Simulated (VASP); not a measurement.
# Ti (P6_3/mmc) in VASP: single point with PBE+D3(BJ)

Aim: the single point of Ti with PBE+D3(BJ).

Program: VASP 6.6.1. These are calculated values, not measurements. Logs are shortened: lines on timing, memory, paths and dates and some standing lists are left out, and cuts for length are marked.

## 1. The cell of the first run

Symmetry: P6_3/mmc, No. 194, hexagonal system. The conventional cell has a = 2.886 Å, b = 2.886 Å, c = 4.574 Å, α = 90.00°, β = 90.00°, γ = 120.00°. Ti (site symmetry -6m2) has 12 Ti at 2.83 to 2.89 Å within 3.7 Å.

## 2. Single point, PBE+D3(BJ)

INCAR

```
  PREC = Accurate
  ENCUT = 520
  EDIFF = 1E-7
  ISMEAR = 0
  SIGMA = 0.1
  LREAL = F
  LASPH = T
  NELM = 80
  ALGO = Fast
  ISIF = 2
  LWAVE = F
  LCHARG = T
  GGA = PE
  IVDW = 12
  LELF = T
  LVHAR = T
  NBANDS = 19
```

KPOINTS

```
regular mesh
0
Gamma
  18 18 10
```

POSCAR

```
Ti
1.0
    2.8861771965      0.0000000000      0.0000000000
   -1.4430885982      2.4995027720      0.0000000000
    0.0000000000      0.0000000000      4.5739693188
Ti
2
Direct
    0.3333333333      0.6666666667      0.2500000000
    0.6666666667      0.3333333333      0.7500000000
```

Potentials or basis: VASP PAW PBE potentials, release 64 (Ti_sv).

Command:

```
> cat potpaw_PBE.64/Ti_sv/POTCAR > POTCAR
> mpirun -np 1 vasp_std > vasp.out
```

OUTCAR:

```text
PREC = Accurate
   ENCUT = 520
   EDIFF = 1E-7
   ISMEAR = 0
   LREAL = F
   LASPH = T
   NELM = 80
   ISIF = 2
   GGA = PE
   IVDW = 12
 IVDW          = 12

 ion  position               nearest neighbor table
   1  0.333  0.667  0.250-   2 2.83   2 2.83   2 2.83   2 2.83   2 2.83   2 2.83
   2  0.667  0.333  0.750-   1 2.83   1 2.83   1 2.83   1 2.83   1 2.83   1 2.83

  LATTYP: Found a hexagonal cell.
 ALAT       =     2.8861771965
 C/A-ratio  =     1.5847846502

  Lattice vectors:

 A1 = (   2.8861771965,   0.0000000000,   0.0000000000)
 A2 = (  -1.4430885982,   2.4995027720,   0.0000000000)
 A3 = (   0.0000000000,   0.0000000000,   4.5739693188)

Analysis of symmetry for initial positions (statically):
=====================================================================
 Subroutine PRICEL returns:
 Original cell was already a primitive cell.

 Routine SETGRP: Setting up the symmetry group for a
 hexagonal supercell.

 Subroutine GETGRP returns: Found 24 space group operations
 (whereof 12 operations were pure point group operations)
 out of a pool of 24 trial point group operations.

The static configuration has the point symmetry D_3d.
 The point group associated with its full space group is D_6h.

Analysis of symmetry for dynamics (positions and initial velocities):
=====================================================================
 Subroutine PRICEL returns:
 Original cell was already a primitive cell.

 Routine SETGRP: Setting up the symmetry group for a
 hexagonal supercell.

 Subroutine GETGRP returns: Found 24 space group operations
 (whereof 12 operations were pure point group operations)
 out of a pool of 24 trial point group operations.

The dynamic configuration has the point symmetry D_3d.
 The point group associated with its full space group is D_6h.

 Subroutine INISYM returns: Found 24 space group operations
 (whereof 12 operations are pure point group operations),
 and found     1 'primitive' translations

----------------------------------------------------------------------------------------

                                     Primitive cell

  volume of cell :      32.9967

  direct lattice vectors                    reciprocal lattice vectors
     2.886177196  0.000000000  0.000000000     0.346479073  0.200039786  0.000000000
    -1.443088598  2.499502772  0.000000000     0.000000000  0.400079572  0.000000000
     0.000000000  0.000000000  4.573969319     0.000000000  0.000000000  0.218628489

  length of vectors
     2.886177196  2.886177196  4.573969319     0.400079572  0.400079572  0.218628489

  position of ions in fractional coordinates (direct lattice)
     0.333333333  0.666666667  0.250000000
     0.666666667  0.333333333  0.750000000

  ion indices of the primitive-cell ions
   primitive index   ion index
                 1           1
                 2           2

----------------------------------------------------------------------------------------

 KPOINTS: regular mesh

Automatic generation of k-mesh.
 Grid dimensions read from file:
 generate k-points for:   18   18   10

 Generating k-lattice:

  Cartesian coordinates                     Fractional coordinates (reciprocal lattice)
     0.019248837  0.011113321  0.000000000     0.055555556  0.000000000  0.000000000
     0.000000000  0.022226643  0.000000000     0.000000000  0.055555556  0.000000000
     0.000000000  0.000000000  0.021862849     0.000000000  0.000000000  0.100000000

  Length of vectors
     0.022226643  0.022226643  0.021862849

  Shift w.r.t. Gamma in fractional coordinates (k-lattice)
     0.000000000  0.000000000  0.000000000

 Subroutine IBZKPT returns following result:
 ===========================================

 Found    222 irreducible k-points:

 Following reciprocal coordinates:
            Coordinates               Weight
  0.000000  0.000000  0.000000      1.000000
  0.055556  0.000000  0.000000      6.000000
  0.111111  0.000000  0.000000      6.000000
  0.166667  0.000000  0.000000      6.000000
  0.222222  0.000000  0.000000      6.000000
  0.277778 -0.000000  0.000000      6.000000
[... 16 lines left out ...]
  0.333333  0.111111  0.000000     12.000000
  0.388889  0.111111  0.000000     12.000000
 [... further k-points ...]
   k-points           NKPTS =    222   k-points in BZ     NKDIM =    222   number of bands    NBANDS=     19
   number of dos      NEDOS =    301   number of ions     NIONS =      2
   total plane-waves  NPLWV =  20736
   dimension x,y,z NGX =    24 NGY =   24 NGZ =   36
   dimension x,y,z NGXF=    48 NGYF=   48 NGZF=   72
   ions per type =               2
   NGX,Y,Z   is equivalent  to a cutoff of  13.82, 13.82, 13.08 a.u.
   NGXF,Y,Z  is equivalent  to a cutoff of  27.65, 27.65, 26.17 a.u.
 SYSTEM =  unknown system
   PREC   = accura    normal or accurate (medium, high low for compatibility)
   ISTART =      0    job   : 0-new  1-cont  2-samecut
   ICHARG =      2    charge: 1-file 2-atom 10-const
   ISPIN  =      1    spin polarized calculation?
   LNONCOLLINEAR =      F non collinear calculations
   LSORBIT =      F    spin-orbit coupling
   LASPH  =      T    aspherical Exc in radial PAW
   ENCUT  =  520.0 eV  38.22 Ry    6.18 a.u.   5.37  5.37  8.50*2*pi/ulx,y,z
   NELM   =     80;   NELMIN=  2; NELMDL= -5     # of ELM steps
   EDIFF  = 0.1E-06   stopping-criterion for ELM
   LREAL  =      F    real-space projection
   EDIFFG = 0.1E-05   stopping-criterion for IOM
   NSW    =      0    number of steps for IOM
   IBRION =     -1    ionic relax: 0-MD 1-quasi-New 2-CG
   NFREE  =      0    steps in history (QN), initial steepest desc. (CG)
   ISIF   =      2    stress and relaxation
   ISYM   =      2    0-nonsym 1-usesym 2-fastsym
   POTIM  = 0.5000    time-step for ionic-motion
   TEBEG  =    0.0;   TEEND  =   0.0 temperature during run
   PSTRESS=    0.0 pullay stress
   NELECT =      24.0000    total number of electrons
   NUPDOWN=      -1.0000    fix difference up-down
   EMIN   =  10.00;   EMAX   =-10.00  energy-range for DOS
   EFERMI =   0.00;   METHOD = LEGACY
   ISMEAR =     0;   SIGMA  =   0.10  broadening in eV -4-tet -1-fermi 0-gaus
   EFERMI_NEDOS =   21; number of points for ismear=-14 and -15
   IALGO  =     68    algorithm
   IMIX   =      4    mixing-type and parameters
     AMIX     =   0.40;   BMIX     =  1.00
     AMIX_MAG =   1.60;   BMIX_MAG =  1.00
  volume/ion in A,a.u.               =      16.50       111.34
  Fermi-wavevector in a.u.,A,eV,Ry     =   1.472274  2.782194 29.491860  2.167591
  Thomas-Fermi vector in A             =   2.587308
   LORBIT       =      0    0 simple, 1 ext, 2 COOP (PROOUT), +10 PAW based schemes
   GGA     = PE    functional components
   LHFCALC =     F    Hartree Fock is set to
   AEXX    =    0.0000 exact exchange contribution
   IVDW    =    12    specifies the selected vdW correction
   LEPSILON=     F    determine dielectric tensor
   LRPA    =     F    only Hartree local field effects (RPA)
 non-spin polarized calculation
 RMM-DIIS sequential band-by-band and
 Gauss-broadening in eV      SIGMA  =   0.10
  energy-cutoff  :      520.00
  volume of cell :       33.00
 maximum number of plane-waves:       911
 NGX is ok and might be reduce to    24
   NGX = 11   NGY = 11   NGZ = 17

 number of electron      24.0000001 magnetization

 Free energy of the ion-electron system (eV)
  ---------------------------------------------------
  ext. energy  EPLUGINS =         0.00000000
  ---------------------------------------------------
  free energy    TOTEN  =       -15.64545164 eV

  energy without entropy =      -15.63651856  energy(sigma->0) =      -15.64098510

 E-fermi :   8.9007     XC(G=0): -11.7420

 val. band max:        8.8862278173   @ k =   0.3333   0.1667   0.4000
 cond. band min:       8.9036464699   @ k =   0.0556   0.0000   0.5000
 fundamental gap:      0.0174186526
 Fermi energy:         8.9007367284

 k-point     1 :       0.0000    0.0000    0.0000
  band No.  band energies     occupation
      1     -47.8867      2.00000
      2     -47.7189      2.00000
      3     -24.5354      2.00000
      4     -23.7835      2.00000
      5     -23.7835      2.00000
      6     -23.7015      2.00000
[... 11 lines left out ...]
     18      10.6095      0.00000
     19      12.2439      0.00000

 k-point     2 :       0.0556    0.0000    0.0000
  band No.  band energies     occupation
      1     -47.8830      2.00000
      2     -47.7174      2.00000
      3     -24.5274      2.00000
      4     -23.8001      2.00000
      5     -23.7890      2.00000
      6     -23.7049      2.00000
[... 11 lines left out ...]
     18      10.5561      0.00000
     19      12.2732      0.00000

 k-point     3 :       0.1111    0.0000    0.0000
  band No.  band energies     occupation
      1     -47.8720      2.00000
      2     -47.7132      2.00000
      3     -24.5038      2.00000
      4     -23.8481      2.00000
      5     -23.8048      2.00000
      6     -23.7335      2.00000
[... 11 lines left out ...]
     18      10.4596      0.00000
     19      12.3468      0.00000

 k-point     4 :       0.1667    0.0000    0.0000
  band No.  band energies     occupation
      1     -47.8550      2.00000
      2     -47.7070      2.00000
      3     -24.4661      2.00000
      4     -23.9222      2.00000
      5     -23.8283      2.00000
      6     -23.8078      2.00000
[... 11 lines left out ...]
     18      10.7324      0.00000
     19      12.4365      0.00000

 k-point     5 :       0.2222    0.0000    0.0000
  band No.  band energies     occupation
      1     -47.8334      2.00000
      2     -47.6999      2.00000
      3     -24.4168      2.00000
      4     -24.0136      2.00000
      5     -23.8967      2.00000
      6     -23.8562      2.00000
[... 11 lines left out ...]
     18      11.0854      0.00000
     19      12.5211      0.00000

 k-point     6 :       0.2778   -0.0000    0.0000
  band No.  band energies     occupation
      1     -47.8093      2.00000
      2     -47.6934      2.00000
      3     -24.3593      2.00000
      4     -24.1116      2.00000
      5     -23.9887      2.00000
      6     -23.8851      2.00000
[... 11 lines left out ...]
     18      11.4886      0.00000
     19      12.5902      0.00000

 k-point     7 :       0.3333   -0.0000    0.0000
  band No.  band energies     occupation
      1     -47.7852      2.00000
      2     -47.6886      2.00000
      3     -24.2980      2.00000
      4     -24.2038      2.00000
      5     -24.0729      2.00000
      6     -23.9117      2.00000
[... 11 lines left out ...]
     18      11.9040      0.00000
     19      12.6410      0.00000

 k-point     8 :       0.3889    0.0000    0.0000
  band No.  band energies     occupation
      1     -47.7636      2.00000
      2     -47.6866      2.00000
      3     -24.2791      2.00000
      4     -24.2391      2.00000
      5     -24.1403      2.00000
      6     -23.9330      2.00000
[... 256 lines left out ...]
 k-point    20 :       0.1667    0.1111    0.0000
  band No.  band energies     occupation
      1     -47.8247      2.00000
      2     -47.6973      2.00000
      3     -24.3966      2.00000
      4     -24.0187      2.00000
      5     -23.9700      2.00000
      6     -23.8380      2.00000
[... 11 lines left out ...]
     18      11.3874      0.00000
     19      12.4904      0.00000

 k-point    21 :       0.2222    0.1111    0.0000
  band No.  band energies     occupation
      1     -47.8017      2.00000
      2     -47.6916      2.00000
      3     -24.3405      2.00000
      4     -24.1076      2.00000
      5     -24.0358      2.00000
      6     -23.8818      2.00000
[... 11 lines left out ...]
     18      11.8547      0.00000
     19      12.5340      0.00000

 k-point    22 :       0.2778    0.1111    0.0000
  band No.  band energies     occupation
      1     -47.7785      2.00000
      2     -47.6877      2.00000
      3     -24.2805      2.00000
      4     -24.1937      2.00000
      5     -24.0936      2.00000
      6     -23.9237      2.00000
[... 11 lines left out ...]
     18      12.3587      0.00000
     19      12.5674      0.00000

 k-point    23 :       0.3333    0.1111    0.0000
  band No.  band energies     occupation
      1     -47.7576      2.00000
      2     -47.6863      2.00000
      3     -24.2640      2.00000
      4     -24.2221      2.00000
      5     -24.1400      2.00000
      6     -23.9577      2.00000
[... 11 lines left out ...]
     18      12.5897      0.00000
     19      12.8794      0.00000

 k-point    24 :       0.3889    0.1111    0.0000
  band No.  band energies     occupation
      1     -47.7422      2.00000
      2     -47.6873      2.00000
      3     -24.3097      2.00000
      4     -24.1750      2.00000
      5     -24.1702      2.00000
      6     -23.9795      2.00000
[... 11 lines left out ...]
     18      12.6020      0.00000
     19      13.4026      0.00000

 [... further k-points ...]

------------------------ aborting loop because EDIFF is reached ----------------------------------------

 Edisp (eV)   -1.26955

 E8    (eV) :    -0.6029

  FORCE on cell =-STRESS in cart. coord.  units (eV):
  Direction    XX          YY          ZZ          XY          YZ          ZX
  --------------------------------------------------------------------------------------
  -------------------------------------------------------------------------------------
  Total      -0.06739    -0.06739    -0.07366    -0.00000    -0.00000    -0.00000
  in kB      -3.27229    -3.27229    -3.57661    -0.00000    -0.00000    -0.00000
  external pressure =       -3.37 kB  Pullay stress =        0.00 kB

 VOLUME and BASIS-vectors are now :
 -----------------------------------------------------------------------------
  energy-cutoff  :      520.00
  volume of cell :       33.00
      direct lattice vectors                 reciprocal lattice vectors
     2.886177196  0.000000000  0.000000000     0.346479073  0.200039786  0.000000000
    -1.443088598  2.499502772  0.000000000     0.000000000  0.400079572  0.000000000
     0.000000000  0.000000000  4.573969319     0.000000000  0.000000000  0.218628489

 POSITION                                       TOTAL-FORCE (eV/Angst)
 -----------------------------------------------------------------------------------
     -0.00000      1.66634      1.14349        -0.000000      0.000000      0.000000
      1.44309      0.83317      3.43048         0.000000     -0.000000      0.000000
 -----------------------------------------------------------------------------------
    total drift:                               -0.000000      0.000000     -0.000000

  FREE ENERGIE OF THE ION-ELECTRON SYSTEM (eV)
  ---------------------------------------------------
  free  energy   TOTEN  =       -16.9149970279 eV

  energy  without entropy=      -16.9060639461  energy(sigma->0) =      -16.91053049
```

Wall time 8.3 min (1 thread of Intel Xeon Platinum 8175M at 2.50GHz (Skylake/Cascade Lake), shared host); peak memory 0.25 GiB.

What came out:

```
Free energy                : -16.9150 eV
Pressure                   : -0.3 GPa
Band gap on the k mesh     : zero (band 12 reaches 9.69 eV, above the bottom of band 13 at 8.57 eV)
Dispersion energy per atom : -0.635 eV
```

Caveat: pairwise dispersion overbinds metals, which lowers pressure and volume.
